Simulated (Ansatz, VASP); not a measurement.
# La3O: VASP beside Ansatz

```
La O
1.0
     5.51632    0.00000    0.00000
     0.00000    5.51632    0.00000
     0.00000    0.00000    5.51632
La O
6 2
Cartesian
  1.3791 0.0000 2.7582
  4.1372 0.0000 2.7582
  0.0000 2.7582 1.3791
  0.0000 2.7582 4.1372
  2.7582 4.1372 0.0000
  2.7582 1.3791 0.0000
  0.0000 0.0000 0.0000
  2.7582 2.7582 2.7582
```

Change from the starting cell: species swapped into the GeMo3 type (Pm-3n, No. 223).

Alike in both runs: task relaxation of cell and atoms; functional PBE; k mesh 4 × 4 × 4; occupations gaussian, width 0.1 eV; no spin polarisation.

```csv
,VASP,Ansatz
version,VASP 6.6.1,Ansatz 0.2.0
potentials or method,"VASP PAW PBE potentials, release 64 (La, O), cutoff 600 eV","scalar-relativistic, plane waves, PAW"
valence electrons in the cell,78,78
```

Ansatz gave:

- gap on the k mesh at the Fermi level, each at its own relaxed structure (eV): none
- relaxed volume (Å³/atom): 26.27
- relaxed cell length with the largest relative difference (Å): 5.946

Question: Estimate VASP's values.

Answer: gap on the k mesh at the Fermi level, each at its own relaxed structure (eV): none; relaxed volume (Å³/atom): 26.33; relaxed cell length with the largest relative difference (Å): 5.950.

A gap of «none» marks a metal or a gap that the smearing closes.

Neither program's run includes spin-orbit coupling. Noted on VASP's run: the volume moved by over 15 % at a fixed basis, so the end points are rough.
